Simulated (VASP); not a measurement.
Rh: single point with LDA

Rh:

```
Rh
1.0
     0.00000    1.92282    1.92282
     1.92282    0.00000    1.92282
     1.92282    1.92282    0.00000
Rh
1
Cartesian
  0.0000 0.0000 0.0000
```

```json
{"Program": "VASP 6.6.1", "Task": "single point", "Functional": "LDA", "Potentials or basis": "VASP PAW LDA potentials, release 64 (Rh_pv)", "Cutoff": "500 eV", "k mesh": "13 × 13 × 13", "Occupations": "methfessel-paxton, width 0.01 eV", "Spin": "no spin polarisation"}
```

| Item | Value |
| --- | --- |
| Pressure | -18.4 GPa |

Levels at points of the mesh, in eV from the Fermi level:
```
           k point  band 5  band 6  band 7  band 8  band 9  band 10
(0.00, 0.00, 0.00)   -2.92   -2.92   -2.92   -0.90   -0.90    16.01
```

Run time: 22 s on 1 thread of Intel Xeon 8259CL (shared host), peak memory 0.13 GiB.
